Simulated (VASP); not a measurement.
Crystal: TaSi2.

```
Ta Si
1.0
     4.78000    0.00000    0.00000
    -2.39000    4.13960    0.00000
     0.00000    0.00000    6.56400
Ta Si
3 6
Direct
  0.50000 0.00000 0.50000
  0.50000 0.50000 0.83333
  0.00000 0.50000 0.16667
  0.16665 0.33330 0.50000
  0.83335 0.16665 0.83333
  0.66670 0.83335 0.16667
  0.83335 0.66670 0.50000
  0.16665 0.83335 0.83333
  0.33330 0.16665 0.16667
```

* Program: VASP 6.6.1
* Task: relaxation of cell and atoms
* Functional: PBE
* Potentials or basis: VASP PAW PBE potentials, release 64 (Ta_pv, Si)
* Cutoff: 600 eV
* k mesh: 6 × 6 × 4
* Occupations: gaussian, width 0.1 eV
* Spin: no spin polarisation

At the start: pressure 3.7 GPa; volume 14.43 Å³/atom.

Problem. How do energy, volume and symmetry change on relaxing?

Solution. Over 6 steps the energy falls by 18.6 meV/atom and the volume is 14.67 Å³/atom (+1.7 %); space group P6_222 (No. 180, to 0.1 Å) before and after.

The path:
```tsv
step	energy change (eV)	largest force (eV/Å)	pressure (GPa)	volume (Å³)
1	0.0000	0.7622	3.67	129.88
2	-0.0590	0.2445	-5.59	136.19
3	-0.0992	0.4384	-2.23	133.68
4	-0.1636	0.0861	-0.27	132.11
5	-0.1657	0.0022	0.19	131.78
6	-0.1674	0.0007	0.00	132.03
```

Final structure:
```
Ta Si
1.0
     4.80670    0.00000    0.00000
    -2.40335    4.16273    0.00000
     0.00000    0.00000    6.59859
Ta Si
3 6
Cartesian
  0.0000 4.1627 3.2993
  1.2017 2.0814 5.4988
  3.6050 2.0814 1.0998
  0.0000 1.3250 3.2993
  3.6592 0.6625 5.4988
  1.2558 3.5002 1.0998
  2.4033 2.8377 3.2993
  -1.2558 3.5002 5.4988
  1.1475 0.6625 1.0998
```
